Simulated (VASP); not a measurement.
# SnO2 (Pnnm) in VASP: notebook, part 2 of 2

VASP 6.6.1.

## Step 3: Single point, LDA (strain +0.015 along x and y, -0.015 along z)

Contents of INCAR:

```
SYSTEM = SnO2
ALGO     = Normal         ! electronic algorithm
EDIFF    = 1E-6           ! SCF threshold, eV
ENCUT    = 520            ! plane-wave cutoff, eV
GGA      = CA             ! functional
ISIF     = 2              ! what is computed and relaxed
ISMEAR   = 0              ! smearing method
LASPH    = .True.         ! aspherical terms in the spheres
LCHARG   = .True.         ! write CHGCAR
LELF     = .True.         ! ELF
LREAL    = .False.        ! projectors in reciprocal space
LVHAR    = .True.       
LWAVE    = .False.        ! write WAVECAR
NBANDS   = 35             ! bands
NELM     = 60             ! most SCF steps
PREC     = Accurate       ! precision mode
SIGMA    = 0.05           ! smearing width, eV
```

Contents of KPOINTS:

```
k-points
0
Gamma
  6 6 8
  0 0 0
```

Contents of POSCAR:

```
SnO2
1.0
    4.7920905482      0.0000000000      0.0000000000
    0.0000000000      4.7951101770      0.0000000000
    0.0000000000      0.0000000000      3.1421691089
Sn O
2 4
Direct
    0.5000000000      0.5000000000      0.5000000000
    0.0000000000      0.0000000000      0.0000000000
    0.3055669685      0.3065721192      0.0000000000
    0.8055669685      0.1934278808      0.5000000000
    0.1944330315      0.8065721192      0.5000000000
    0.6944330315      0.6934278808      0.0000000000
```

Potentials or basis: VASP PAW LDA potentials, release 64 (Sn_d, O).

Launch:

```sh
$ cat potpaw_LDA.64/Sn_d/POTCAR potpaw_LDA.64/O/POTCAR > POTCAR
$ mpirun -np 1 vasp_std > vasp.out
```

It took 2.2 min on 1 thread of Intel Xeon Platinum 8259CL at 2.50GHz (Skylake/Cascade Lake), shared host; peak memory 0.26 GiB.

Results (log left out):

* Free energy: -42.2504 eV
* Pressure: -0.7 GPa
* Largest force: 0.074 eV/Å
* Band gap on the k mesh: 1.12 eV

Forces in eV/Å, atoms in the order of the input:
```
Sn   0.000  0.000  0.000
Sn   0.000  0.000  0.000
O   -0.051 -0.054  0.000
O   -0.051  0.054  0.000
O    0.051 -0.054  0.000
O    0.051  0.054  0.000
```

Stress tensor (GPa, compression positive):
```
-2.94  0.00  0.00
 0.00 -2.95  0.00
 0.00  0.00  3.66
```

Levels at points of the mesh, in eV from the valence-band top:
```tsv
k point	band 22	band 23	band 24	band 25	band 26	band 27	band 28	band 29	band 30	band 31
(0.00, 0.00, 0.00)	-1.22	-1.21	-0.84	-0.84	0.00	1.12	6.10	6.20	6.21	9.96
(0.50, 0.00, 0.00)	-2.04	-1.18	-1.18	-0.67	-0.67	4.23	4.23	6.96	6.96	10.49
(0.00, 0.50, 0.00)	-2.04	-1.18	-1.18	-0.68	-0.68	4.23	4.23	6.98	6.98	10.49
(0.50, 0.50, 0.00)	-2.01	-1.29	-1.29	-0.96	-0.96	4.68	4.68	7.36	7.36	10.49
(0.00, 0.00, 0.50)	-2.71	-1.68	-1.68	-1.28	-1.28	5.94	5.94	9.34	9.34	10.50
(0.50, 0.00, 0.50)	-1.78	-1.14	-1.14	-0.80	-0.80	6.18	6.18	7.62	7.62	10.91
(0.00, 0.50, 0.50)	-1.77	-1.14	-1.14	-0.79	-0.79	6.18	6.18	7.61	7.61	10.93
(0.50, 0.50, 0.50)	-2.57	-1.01	-1.01	-0.88	-0.88	4.56	4.56	8.55	8.55	10.79
```

Caveat: the cell differs from its parent crystal (strain +0.015 along x and y, -0.015 along z); spin-orbit coupling is left out, which moves the levels of the heavy elements.

## Step 4: Single point, LDA (strain -0.015 along x and y, -0.015 along z)

Contents of INCAR:

```
PREC = Accurate
ENCUT = 520
EDIFF = 1E-6
ISMEAR = 0
SIGMA = 0.05
LREAL = F
LASPH = T
NELM = 100
ALGO = Normal
ISIF = 2
LWAVE = F
LCHARG = F
NBANDS = 35
```

Contents of KPOINTS:

```
Automatic mesh
0
Gamma
  6 6 8
```

POSCAR: that of step 3 with these lines changed.

```diff
@@ -2,4 +2,4 @@
 1.0
-    4.7920905482      0.0000000000      0.0000000000
-    0.0000000000      4.7951101770      0.0000000000
+    4.6504524040      0.0000000000      0.0000000000
+    0.0000000000      4.6533827826      0.0000000000
     0.0000000000      0.0000000000      3.1421691089
```

Launch:

```sh
$ cat potpaw_LDA.64/Sn_d/POTCAR potpaw_LDA.64/O/POTCAR > POTCAR
$ mpirun -np 1 vasp_std > vasp.out
```

Run time: 95 s. Hardware: 1 thread of Intel Xeon 6455B, shared host; peak memory 0.26 GiB.

Results (log left out):

| Item | Value |
| --- | --- |
| Free energy | -42.1486 eV |
| Pressure | 12.2 GPa |
| Largest force | 0.188 eV/Å |
| Band gap on the k mesh | 1.75 eV |

Forces on the atoms (eV/Å):
```
Sn   0.000  0.000  0.000
Sn   0.000  0.000  0.000
O   -0.134 -0.133  0.000
O   -0.134  0.133  0.000
O    0.134 -0.133  0.000
O    0.134  0.133  0.000
```

Stress tensor (GPa, compression positive):
```
11.03  0.00  0.00
 0.00 11.02  0.00
 0.00  0.00 14.62
```

Levels at points of the mesh, in eV from the valence-band top:
| k point | band 22 | band 23 | band 24 | band 25 | band 26 | band 27 | band 28 | band 29 | band 30 | band 31 |
| --- | --- | --- | --- | --- | --- | --- | --- | --- | --- | --- |
| (0.00, 0.00, 0.00) | -1.24 | -1.24 | -0.85 | -0.85 | 0.00 | 1.75 | 6.33 | 6.33 | 6.38 | 10.34 |
| (0.50, 0.00, 0.00) | -2.08 | -1.21 | -1.21 | -0.68 | -0.68 | 4.86 | 4.86 | 7.09 | 7.09 | 11.33 |
| (0.00, 0.50, 0.00) | -2.09 | -1.21 | -1.21 | -0.68 | -0.68 | 4.87 | 4.87 | 7.11 | 7.11 | 11.32 |
| (0.50, 0.50, 0.00) | -2.16 | -1.33 | -1.33 | -0.96 | -0.96 | 5.27 | 5.27 | 7.66 | 7.66 | 11.28 |
| (0.00, 0.00, 0.50) | -2.73 | -1.85 | -1.85 | -1.35 | -1.35 | 6.64 | 6.64 | 9.87 | 9.87 | 10.76 |
| (0.50, 0.00, 0.50) | -1.85 | -1.22 | -1.22 | -0.66 | -0.66 | 6.94 | 6.94 | 8.29 | 8.29 | 11.19 |
| (0.00, 0.50, 0.50) | -1.84 | -1.23 | -1.23 | -0.66 | -0.66 | 6.93 | 6.93 | 8.29 | 8.29 | 11.21 |
| (0.50, 0.50, 0.50) | -2.42 | -1.04 | -1.04 | -0.91 | -0.91 | 5.21 | 5.21 | 8.87 | 8.87 | 11.20 |

Caveat: the cell differs from its parent crystal (strain -0.015 along x and y, -0.015 along z); the cell stands under pressure; spin-orbit coupling is left out, which moves the levels of the heavy elements.

## Step 5: Single point, LDA (strain -0.030 along x and y, +0.030 along z)

Contents of INCAR:

```
SYSTEM = SnO2
PREC = Accurate ; ENCUT = 520
EDIFF = 1E-7 ; ISMEAR = 0
SIGMA = 0.05 ; LREAL = .FALSE.
LASPH = .TRUE. ; NELM = 100
ALGO = Normal ; ISIF = 2
LWAVE = .FALSE. ; LCHARG = .FALSE.
NBANDS = 35
```

Contents of KPOINTS:

```
Automatic mesh
0
G
  6 6 8
  0 0 0
```

POSCAR: that of step 4 with these lines changed.

```diff
@@ -2,5 +2,5 @@
 1.0
-    4.6504524040      0.0000000000      0.0000000000
-    0.0000000000      4.6533827826      0.0000000000
-    0.0000000000      0.0000000000      3.1421691089
+    4.5796333318      0.0000000000      0.0000000000
+    0.0000000000      4.5825190854      0.0000000000
+    0.0000000000      0.0000000000      3.2857199819
 Sn O
```

Launch:

```sh
$ cat potpaw_LDA.64/Sn_d/POTCAR potpaw_LDA.64/O/POTCAR > POTCAR
$ mpirun -np 1 vasp_std > vasp.out
```

Wall time 2.3 min (1 thread of Intel Xeon 6455B, shared host); peak memory 0.26 GiB.

Results (log left out):

```yaml
Free_energy: -42.1282 eV
Pressure: 6.5 GPa
Largest_force: 0.239 eV/Å
Band_gap_on_the_k_mesh: 1.42 eV
```

Forces on the atoms (eV/Å):
```
Sn   0.000  0.000  0.000
Sn   0.000  0.000  0.000
O    0.170  0.169  0.000
O    0.170 -0.169  0.000
O   -0.170  0.169  0.000
O   -0.170 -0.169  0.000
```

Stress tensor (GPa, compression positive):
```
10.46  0.00  0.00
 0.00 10.45  0.00
 0.00  0.00 -1.52
```

Levels at points of the mesh, in eV from the valence-band top:
```csv
k point,band 22,band 23,band 24,band 25,band 26,band 27,band 28,band 29,band 30,band 31
"(0.00, 0.00, 0.00)",-1.35,-1.35,-0.75,-0.74,0.00,1.42,5.71,5.84,5.84,9.85
"(0.50, 0.00, 0.00)",-2.02,-1.30,-1.30,-0.60,-0.60,4.65,4.65,6.63,6.63,11.54
"(0.00, 0.50, 0.00)",-2.03,-1.30,-1.30,-0.60,-0.60,4.66,4.66,6.64,6.64,11.53
"(0.50, 0.50, 0.00)",-2.19,-1.47,-1.47,-0.79,-0.79,4.92,4.92,7.33,7.33,11.36
"(0.00, 0.00, 0.50)",-2.65,-1.81,-1.81,-1.28,-1.28,6.36,6.36,9.91,9.91,9.97
"(0.50, 0.00, 0.50)",-1.81,-1.10,-1.10,-0.52,-0.52,6.75,6.75,8.46,8.46,10.53
"(0.00, 0.50, 0.50)",-1.80,-1.11,-1.11,-0.52,-0.52,6.75,6.75,8.46,8.46,10.55
"(0.50, 0.50, 0.50)",-2.13,-0.93,-0.93,-0.75,-0.75,5.11,5.11,8.85,8.85,10.56
```

Caveat: the cell differs from its parent crystal (strain -0.030 along x and y, +0.030 along z); the cell stands under pressure; spin-orbit coupling is left out, which moves the levels of the heavy elements.

## Step 6: Single point, LDA (strain +0.000 along x and y, -0.030 along z)

Contents of INCAR:

```
ALGO = Normal
EDIFF = 1E-7
ENCUT = 520
GGA = CA
ISIF = 2
ISMEAR = 0
LASPH = T
LCHARG = F
LREAL = F
LWAVE = F
NBANDS = 35
NELM = 100
PREC = Accurate
SIGMA = 0.05
```

Contents of KPOINTS:

```
k-points
0
Gamma
  6 6 8
```

POSCAR: that of step 5 with these lines changed.

```diff
@@ -2,5 +2,5 @@
 1.0
-    4.5796333318      0.0000000000      0.0000000000
-    0.0000000000      4.5825190854      0.0000000000
-    0.0000000000      0.0000000000      3.2857199819
+    4.7212714761      0.0000000000      0.0000000000
+    0.0000000000      4.7242464798      0.0000000000
+    0.0000000000      0.0000000000      3.0943188179
 Sn O
```

Potentials or basis: VASP PAW LDA potentials, release 64 (Sn_d, O).

Launch:

```sh
$ cat potpaw_LDA.64/Sn_d/POTCAR potpaw_LDA.64/O/POTCAR > POTCAR
$ mpirun -np 1 vasp_std > vasp.out
```

Run time: 2.3 min. Hardware: 1 thread of Intel Xeon 6455B, shared host; peak memory 0.26 GiB.

It converged, with:

- Free energy: -42.1584 eV
- Pressure: 9.8 GPa
- Largest force: 0.314 eV/Å
- Band gap on the k mesh: 1.66 eV

Forces in eV/Å, atoms in the order of the input:
```
Sn   0.000  0.000  0.000
Sn   0.000  0.000  0.000
O   -0.222 -0.222  0.000
O   -0.222  0.222  0.000
O    0.222 -0.222  0.000
O    0.222  0.222  0.000
```

Stress tensor (GPa, compression positive):
```
 6.30  0.00  0.00
 0.00  6.29  0.00
 0.00  0.00 16.92
```

Levels at points of the mesh, in eV from the valence-band top:
```csv
k point,band 24,band 25,band 26,band 27,band 28,band 29
"(0.00, 0.00, 0.00)",-0.88,-0.88,0.00,1.66,6.47,6.48
"(0.50, 0.00, 0.00)",-1.15,-0.70,-0.70,4.73,4.73,7.23
"(0.00, 0.50, 0.00)",-1.15,-0.71,-0.71,4.73,4.73,7.25
"(0.50, 0.50, 0.00)",-1.25,-1.02,-1.02,5.20,5.20,7.70
"(0.00, 0.00, 0.50)",-1.80,-1.34,-1.34,6.49,6.49,9.67
"(0.50, 0.00, 0.50)",-1.22,-0.75,-0.75,6.75,6.75,7.99
"(0.00, 0.50, 0.50)",-1.23,-0.75,-0.75,6.74,6.74,7.99
"(0.50, 0.50, 0.50)",-1.05,-0.94,-0.94,5.02,5.02,8.78
```

Caveat: the cell differs from its parent crystal (strain +0.000 along x and y, -0.030 along z); the cell stands under pressure; spin-orbit coupling is left out, which moves the levels of the heavy elements.

## Step 7: Overview

| cell | gap on the mesh (eV) | pressure (GPa) | largest force (eV/Å) |
| --- | --- | --- | --- |
| a = 4.721, b = 4.724, c = 3.238 Å, 6 atoms | 0.98 | -2.6 | 0.08 |
| a = 4.792, b = 4.795, c = 3.142 Å, 6 atoms | 1.12 | -0.7 | 0.07 |
| a = 4.650, b = 4.653, c = 3.142 Å, 6 atoms | 1.75 | 12.2 | 0.19 |
| a = 4.580, b = 4.583, c = 3.286 Å, 6 atoms | 1.42 | 6.5 | 0.24 |
| a = 4.721, b = 4.724, c = 3.094 Å, 6 atoms | 1.66 | 9.8 | 0.31 |

Alike in all rows: task single point; level LDA; potentials or basis VASP PAW LDA potentials, release 64 (Sn_d, O); no spin polarisation; k mesh 6 × 6 × 8; cutoff (eV) 520; smearing gaussian 0.05 eV.

Caveats: spin-orbit coupling is left out, which moves the levels of the heavy elements; the cell stands under pressure (at least some runs).

Total energies depend on the potentials used, so only differences within one code and one set of settings carry meaning.
